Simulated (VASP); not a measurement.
# GaN (Pm-3m) in VASP: a series of runs

Aim: see how the results for GaN move with the level of theory and the settings. Levels: PBE, r2SCAN. Tasks: single point.

Program: VASP 6.6.1. These are calculated values, not measurements. Logs are shortened: lines on timing, memory, paths and dates and some standing lists are left out, and cuts for length are marked.

**1. The cell of the first run**

Symmetry: Pm-3m, No. 221, cubic system. Conventional cell: a = 2.696 Å, b = 2.696 Å, c = 2.696 Å, α = 90.00°, β = 90.00°, γ = 90.00°. Ga (site symmetry m-3m) has 8 N at 2.33 Å and 6 Ga at 2.70 Å within 3.1 Å. Within 3.1 Å of N (site symmetry m-3m) lie 8 Ga at 2.33 Å and 6 N at 2.70 Å.

**2. Single point, PBE**

File INCAR:

```
SYSTEM = GaN
  PREC = Accurate
  ENCUT = 600
  EDIFF = 1E-6
  ISMEAR = -1
  SIGMA = 0.02
  LREAL = .False.
  LASPH = .True.
  NELM = 120
  ALGO = Normal
  ISIF = 2
  LWAVE = .False.
  LCHARG = .True.
  GGA = PE
  LELF = .True.
  LVHAR = .True.
  NBANDS = 16
  GGA_COMPAT = .False.
```

File KPOINTS:

```
Automatic mesh
0
Gamma
  4 4 4
  0 0 0
```

File POSCAR:

```
GaN
1.0
    2.6955547957      0.0000000000      0.0000000000
    0.0000000000      2.6955547957      0.0000000000
    0.0000000000      0.0000000000      2.6955547957
Ga N
1 1
Direct
    0.0000000000      0.0000000000      0.0000000000
    0.5000000000      0.5000000000      0.5000000000
```

Potentials or basis: VASP PAW PBE potentials, release 64 (Ga_d, N).

Started as:

```bash
> cat potpaw_PBE.64/Ga_d/POTCAR potpaw_PBE.64/N/POTCAR > POTCAR
> mpirun -np 1 vasp_std > vasp.out
```

OUTCAR:

```text
SYSTEM = GaN
   PREC = Accurate
   ENCUT = 600
   EDIFF = 1E-6
   ISMEAR = -1
   LREAL = .False.
   LASPH = .True.
   NELM = 120
   ISIF = 2
   GGA = PE

 ion  position               nearest neighbor table
   1  0.000  0.000  0.000-   2 2.33   2 2.33   2 2.33   2 2.33   2 2.33   2 2.33   2 2.33   2 2.33

   2  0.500  0.500  0.500-   1 2.33   1 2.33   1 2.33   1 2.33   1 2.33   1 2.33   1 2.33   1 2.33

  LATTYP: Found a simple cubic cell.
 ALAT       =     2.6955547957

  Lattice vectors:

 A1 = (   2.6955547957,   0.0000000000,   0.0000000000)
 A2 = (   0.0000000000,   2.6955547957,   0.0000000000)
 A3 = (   0.0000000000,   0.0000000000,   2.6955547957)

Analysis of symmetry for initial positions (statically):
=====================================================================
 Subroutine PRICEL returns:
 Original cell was already a primitive cell.

 Routine SETGRP: Setting up the symmetry group for a
 simple cubic supercell.

 Subroutine GETGRP returns: Found 48 space group operations
 (whereof 48 operations were pure point group operations)
 out of a pool of 48 trial point group operations.

The static configuration has the point symmetry O_h .

Analysis of symmetry for dynamics (positions and initial velocities):
=====================================================================
 Subroutine PRICEL returns:
 Original cell was already a primitive cell.

 Routine SETGRP: Setting up the symmetry group for a
 simple cubic supercell.

 Subroutine GETGRP returns: Found 48 space group operations
 (whereof 48 operations were pure point group operations)
 out of a pool of 48 trial point group operations.

The dynamic configuration has the point symmetry O_h .

 Subroutine INISYM returns: Found 48 space group operations
 (whereof 48 operations are pure point group operations),
 and found     1 'primitive' translations

----------------------------------------------------------------------------------------

                                     Primitive cell

  volume of cell :      19.5859

  direct lattice vectors                    reciprocal lattice vectors
     2.695554796  0.000000000  0.000000000     0.370981143  0.000000000  0.000000000
     0.000000000  2.695554796  0.000000000     0.000000000  0.370981143  0.000000000
     0.000000000  0.000000000  2.695554796     0.000000000  0.000000000  0.370981143

  length of vectors
     2.695554796  2.695554796  2.695554796     0.370981143  0.370981143  0.370981143

  position of ions in fractional coordinates (direct lattice)
     0.000000000  0.000000000  0.000000000
     0.500000000  0.500000000  0.500000000

  ion indices of the primitive-cell ions
   primitive index   ion index
                 1           1
                 2           2

----------------------------------------------------------------------------------------

 KPOINTS: Automatic mesh

Automatic generation of k-mesh.
 Grid dimensions read from file:
 generate k-points for:    4    4    4

 Generating k-lattice:

  Cartesian coordinates                     Fractional coordinates (reciprocal lattice)
     0.092745286  0.000000000  0.000000000     0.250000000  0.000000000  0.000000000
     0.000000000  0.092745286  0.000000000     0.000000000  0.250000000  0.000000000
     0.000000000  0.000000000  0.092745286     0.000000000  0.000000000  0.250000000

  Length of vectors
     0.092745286  0.092745286  0.092745286

  Shift w.r.t. Gamma in fractional coordinates (k-lattice)
     0.000000000  0.000000000  0.000000000

 Subroutine IBZKPT returns following result:
 ===========================================

 Found     10 irreducible k-points:

 Following reciprocal coordinates:
            Coordinates               Weight
  0.000000  0.000000  0.000000      1.000000
  0.250000  0.000000  0.000000      6.000000
  0.500000  0.000000  0.000000      3.000000
  0.250000  0.250000  0.000000     12.000000
  0.500000  0.250000  0.000000     12.000000
  0.500000  0.500000  0.000000      3.000000
  0.250000  0.250000  0.250000      8.000000
  0.500000  0.250000  0.250000     12.000000
  0.500000  0.500000  0.250000      6.000000
  0.500000  0.500000  0.500000      1.000000
   k-points           NKPTS =     10   k-points in BZ     NKDIM =     10   number of bands    NBANDS=     16
   number of dos      NEDOS =    301   number of ions     NIONS =      2
   total plane-waves  NPLWV =  13824
   dimension x,y,z NGX =    24 NGY =   24 NGZ =   24
   dimension x,y,z NGXF=    48 NGYF=   48 NGZF=   48
   ions per type =               1   1
   NGX,Y,Z   is equivalent  to a cutoff of  14.80, 14.80, 14.80 a.u.
   NGXF,Y,Z  is equivalent  to a cutoff of  29.60, 29.60, 29.60 a.u.
 SYSTEM =  GaN
   PREC   = accura    normal or accurate (medium, high low for compatibility)
   ISTART =      0    job   : 0-new  1-cont  2-samecut
   ICHARG =      2    charge: 1-file 2-atom 10-const
   ISPIN  =      1    spin polarized calculation?
   LNONCOLLINEAR =      F non collinear calculations
   LSORBIT =      F    spin-orbit coupling
   LASPH  =      T    aspherical Exc in radial PAW
   ENCUT  =  600.0 eV  44.10 Ry    6.64 a.u.   5.38  5.38  5.38*2*pi/ulx,y,z
   NELM   =    120;   NELMIN=  2; NELMDL= -5     # of ELM steps
   EDIFF  = 0.1E-05   stopping-criterion for ELM
   LREAL  =      F    real-space projection
   EDIFFG = 0.1E-04   stopping-criterion for IOM
   NSW    =      0    number of steps for IOM
   IBRION =     -1    ionic relax: 0-MD 1-quasi-New 2-CG
   NFREE  =      0    steps in history (QN), initial steepest desc. (CG)
   ISIF   =      2    stress and relaxation
   ISYM   =      2    0-nonsym 1-usesym 2-fastsym
   POTIM  = 0.5000    time-step for ionic-motion
   TEBEG  =    0.0;   TEEND  =   0.0 temperature during run
   PSTRESS=    0.0 pullay stress
   NELECT =      18.0000    total number of electrons
   NUPDOWN=      -1.0000    fix difference up-down
   EMIN   =  10.00;   EMAX   =-10.00  energy-range for DOS
   EFERMI =   0.00;   METHOD = LEGACY
   ISMEAR =    -1;   SIGMA  =   0.02  broadening in eV -4-tet -1-fermi 0-gaus
   EFERMI_NEDOS =   21; number of points for ismear=-14 and -15
   IALGO  =     38    algorithm
   IMIX   =      4    mixing-type and parameters
     AMIX     =   0.40;   BMIX     =  1.00
     AMIX_MAG =   1.60;   BMIX_MAG =  1.00
  volume/ion in A,a.u.               =       9.79        66.09
  Fermi-wavevector in a.u.,A,eV,Ry     =   1.591662  3.007805 34.468833  2.533388
  Thomas-Fermi vector in A             =   2.690167
   LORBIT       =      0    0 simple, 1 ext, 2 COOP (PROOUT), +10 PAW based schemes
   GGA     = PE    functional components
   LHFCALC =     F    Hartree Fock is set to
   AEXX    =    0.0000 exact exchange contribution
   IVDW    =     0    specifies the selected vdW correction
   LEPSILON=     F    determine dielectric tensor
   LRPA    =     F    only Hartree local field effects (RPA)
 non-spin polarized calculation
  energy-cutoff  :      600.00
  volume of cell :       19.59
 maximum number of plane-waves:       672
 NGX is ok and might be reduce to    24
   NGX = 11   NGY = 11   NGZ = 11

 number of electron      18.0000005 magnetization

 Free energy of the ion-electron system (eV)
  ---------------------------------------------------
  ext. energy  EPLUGINS =         0.00000000
  ---------------------------------------------------
  free energy    TOTEN  =        -8.98213615 eV

  energy without entropy =       -8.97703702  energy(sigma->0) =       -8.97958659

 E-fermi :   8.6219     XC(G=0): -13.0223

 val. band max:        8.4409354489   @ k =   0.5000   0.0000   0.0000
 cond. band min:       8.6286413796   @ k =   0.5000   0.2500   0.0000
 fundamental gap:      0.1877059308
 Fermi energy:         8.6219161716

 k-point     1 :       0.0000    0.0000    0.0000
  band No.  band energies     occupation
      1      -9.2041      2.00000
      2      -7.1554      2.00000
      3      -7.1554      2.00000
      4      -6.5875      2.00000
      5      -6.5875      2.00000
      6      -6.5875      2.00000
      7       6.8430      2.00000
      8       6.9686      2.00000
      9       6.9686      2.00000
     10       6.9686      2.00000
     11      18.3186      0.00000
     12      18.3186      0.00000
     13      22.4925      0.00000
     14      22.4925      0.00000
     15      22.4925      0.00000
     16      36.2602      0.00000

 k-point     2 :       0.2500    0.0000    0.0000
  band No.  band energies     occupation
      1      -8.2441      2.00000
      2      -7.1297      2.00000
      3      -6.9776      2.00000
      4      -6.6888      2.00000
      5      -6.6888      2.00000
      6      -6.5792      2.00000
      7       1.9556      2.00000
      8       7.6405      2.00000
      9       7.6405      2.00000
     10       9.8957      0.00000
     11      16.6689      0.00000
     12      19.4175      0.00000
     13      21.0050      0.00000
     14      21.0050      0.00000
     15      26.3441      0.00000
     16      28.7627      0.00000

 k-point     3 :       0.5000    0.0000    0.0000
  band No.  band energies     occupation
      1      -7.1038      2.00000
      2      -6.8943      2.00000
      3      -6.7870      2.00000
      4      -6.7870      2.00000
      5      -6.6061      2.00000
      6      -6.5708      2.00000
      7      -1.2921      2.00000
      8       8.4409      1.99977
      9       8.4409      1.99977
     10      12.0734      0.00000
     11      13.6350      0.00000
     12      19.3232      0.00000
     13      19.3232      0.00000
     14      22.4343      0.00000
     15      23.2607      0.00000
     16      33.0764      0.00000

 k-point     4 :       0.2500    0.2500    0.0000
  band No.  band energies     occupation
      1      -7.7245      2.00000
      2      -7.0495      2.00000
      3      -6.8481      2.00000
      4      -6.6814      2.00000
      5      -6.6570      2.00000
      6      -6.3543      2.00000
      7       2.2222      2.00000
      8       4.0019      2.00000
      9       8.1066      2.00000
     10      11.6855      0.00000
     11      14.8463      0.00000
     12      17.7006      0.00000
     13      21.1101      0.00000
     14      23.4644      0.00000
     15      27.7422      0.00000
     16      29.3353      0.00000

 k-point     5 :       0.5000    0.2500    0.0000
  band No.  band energies     occupation
      1      -7.5065      2.00000
      2      -7.0081      2.00000
      3      -6.7571      2.00000
      4      -6.6819      2.00000
      5      -6.6496      2.00000
      6      -5.1083      2.00000
      7      -0.2744      2.00000
      8       4.7038      2.00000
      9       8.6286      0.83344
     10       9.9513      0.00000
     11      14.7976      0.00000
     12      17.1770      0.00000
     13      20.7968      0.00000
     14      23.6036      0.00000
     15      28.7819      0.00000
     16      29.3888      0.00000

 k-point     6 :       0.5000    0.5000    0.0000
  band No.  band energies     occupation
      1      -7.7481      2.00000
      2      -6.9519      2.00000
      3      -6.7272      2.00000
      4      -6.7272      2.00000
      5      -6.4446      2.00000
      6      -3.6215      2.00000
      7       1.8114      2.00000
      8       1.8114      2.00000
      9       5.7379      2.00000
     10       8.8309      0.00006
     11      16.9026      0.00000
     12      16.9026      0.00000
     13      22.2316      0.00000
     14      23.7630      0.00000
     15      27.2832      0.00000
     16      27.2832      0.00000

 k-point     7 :       0.2500    0.2500    0.2500
  band No.  band energies     occupation
      1      -7.4902      2.00000
      2      -6.8531      2.00000
      3      -6.8531      2.00000
      4      -6.7698      2.00000
      5      -6.7698      2.00000
      6      -5.6431      2.00000
      7       2.4391      2.00000
      8       5.0266      2.00000
      9       5.0266      2.00000
     10      11.6303      0.00000
     11      15.4268      0.00000
     12      15.4268      0.00000
     13      18.8469      0.00000
     14      26.0231      0.00000
     15      26.0231      0.00000
     16      30.1331      0.00000

 k-point     8 :       0.5000    0.2500    0.2500
  band No.  band energies     occupation
      1      -7.4048      2.00000
      2      -6.9370      2.00000
      3      -6.8031      2.00000
      4      -6.7967      2.00000
      5      -6.6012      2.00000
      6      -4.4161      2.00000
      7       0.8607      2.00000
      8       4.7408      2.00000
      9       6.5280      2.00000
     10      10.1358      0.00000
     11      12.7516      0.00000
     12      14.6816      0.00000
     13      20.1529      0.00000
     14      25.8247      0.00000
     15      25.8305      0.00000
     16      28.6504      0.00000

 k-point     9 :       0.5000    0.5000    0.2500
  band No.  band energies     occupation
      1      -7.4374      2.00000
      2      -6.9225      2.00000
      3      -6.9225      2.00000
      4      -6.6953      2.00000
      5      -6.4400      2.00000
      6      -3.5489      2.00000
      7       3.0833      2.00000
      8       3.0833      2.00000
      9       6.8468      2.00000
     10       6.8565      2.00000
     11      13.3571      0.00000
     12      13.3571      0.00000
     13      17.3120      0.00000
     14      25.3570      0.00000
     15      27.9458      0.00000
     16      27.9458      0.00000

 k-point    10 :       0.5000    0.5000    0.5000
  band No.  band energies     occupation
      1      -7.0989      2.00000
      2      -7.0989      2.00000
      3      -7.0989      2.00000
      4      -6.4354      2.00000
      5      -6.4354      2.00000
      6      -3.4447      2.00000
      7       5.2011      2.00000
      8       5.2011      2.00000
      9       5.2011      2.00000
     10       9.7136      0.00000
     11       9.7136      0.00000
     12       9.7136      0.00000
     13      11.6958      0.00000
     14      28.3942      0.00000
     15      28.3942      0.00000
     16      28.3942      0.00000

------------------------ aborting loop because EDIFF is reached ----------------------------------------

  FORCE on cell =-STRESS in cart. coord.  units (eV):
  Direction    XX          YY          ZZ          XY          YZ          ZX
  --------------------------------------------------------------------------------------
  -------------------------------------------------------------------------------------
  Total        0.9696857      0.9696857      0.9696857      0.0000000      0.0000000     -0.0000000
  in kB       79.3226239     79.3226239     79.3226239      0.0000000      0.0000000     -0.0000000
  external PRESSURE =      79.3226239 kB  Pullay stress =       0.0000000 kB

 VOLUME and BASIS-vectors are now :
 -----------------------------------------------------------------------------
  energy-cutoff  :      600.00
  volume of cell :       19.59
      direct lattice vectors                 reciprocal lattice vectors
     2.695554796  0.000000000  0.000000000     0.370981143  0.000000000  0.000000000
     0.000000000  2.695554796  0.000000000     0.000000000  0.370981143  0.000000000
     0.000000000  0.000000000  2.695554796     0.000000000  0.000000000  0.370981143

 POSITION                                       TOTAL-FORCE (eV/Angst)
 -----------------------------------------------------------------------------------
      0.00000      0.00000      0.00000         0.000000      0.000000      0.000000
      1.34778      1.34778      1.34778         0.000000      0.000000      0.000000
 -----------------------------------------------------------------------------------
    total drift:                                0.000000      0.000000     -0.000000

  FREE ENERGIE OF THE ION-ELECTRON SYSTEM (eV)
  ---------------------------------------------------
  free  energy   TOTEN  =        -8.9821361502 eV

  energy  without entropy=       -8.9770370202  energy(sigma->0) =       -8.97958659
```

It took 4.3 s on 1 thread of Intel Xeon 8259CL, shared host; peak memory 0.11 GiB.

What came out:

* Free energy: -8.9821 eV
* Pressure: 7.9 GPa
* Band gap on the k mesh: zero (bands 9 and 10 overlap by 1.77 eV)

Caveat: the k points lie up to 0.58 Å⁻¹ apart, too coarse for converged energies and pressures of a metal; the structure was generated, so it needn't be the stable form of GaN.

[end of part 1 of 2]

The gap in the log of VASP goes by the Fermi energy; the results here count the filled bands.